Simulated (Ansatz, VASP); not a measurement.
## Hg: VASP beside Ansatz

Contents of INCAR:

```
SYSTEM = Hg
PREC = Accurate
ENCUT = 520
EDIFF = 1E-7
ISMEAR = -1
SIGMA = 0.1
LREAL = .False.
LASPH = .True.
NELM = 80
ALGO = Normal
ISIF = 2
LWAVE = .False.
LCHARG = .False.
GGA = PS
NBANDS = 12
```

KPOINTS

```
Automatic mesh
0
Gamma
  14 14 14
  0 0 0
```

The input POSCAR:

```
Hg
1.0
   -1.8368287015      1.8368287015      1.8368287015
    1.8368287015     -1.8368287015      1.8368287015
    1.8368287015      1.8368287015     -1.8368287015
Hg
1
Direct
    0.0000000000      0.0000000000      0.0000000000
```

Input for Ansatz:

```yaml
crystal:
  lattice:
    - [-1.8368287015, 1.8368287015, 1.8368287015]
    - [1.8368287015, -1.8368287015, 1.8368287015]
    - [1.8368287015, 1.8368287015, -1.8368287015]
  atoms:
    - { symbol: Hg, position: [0.0, 0.0, 0.0] }
hamiltonian:
  xc: pbesol
  pseudopotentials:
    kind: paw
    azcp:
      Hg: "pseudopotentials/Hg.paw.azcp"
basis:
  ecutwfc: 420
  fft_grid_basis: typed
kpoints:
  mp_grid: { grid: [14, 14, 14], shift: [0, 0, 0] }
magnetization:
  spin_polarized: false
scf:
  occupations: { method: fermi_dirac, width: 0.1 }
  lower_state_search: "off"
output:
  stress: true
```

Alike in both runs: task single point; functional PBEsol; k mesh 14 × 14 × 14; occupations fermi-dirac, width 0.1 eV; no spin polarisation.

|  | VASP | Ansatz |
| --- | --- | --- |
| version | VASP 6.6.1 | Ansatz 0.2.0 |
| potentials or method | VASP PAW PBE potentials, release 64 (Hg), cutoff 520 eV | plane waves (420 eV) with PAW, scalar-relativistic |
| valence electrons in the cell | 12 | 20 |

|  | VASP | Ansatz | Ansatz less VASP |
| --- | --- | --- | --- |
| pressure (GPa) | -0.8 | -1.1 | -0.27 |

VASP's potentials were made for PBE, not for PBEsol, and Ansatz warns of the same on its side. VASP's potentials hold 12 valence electrons a cell and Ansatz's 20, so a difference there can come from the potentials and not from the codes.

Spin-orbit coupling is off throughout.
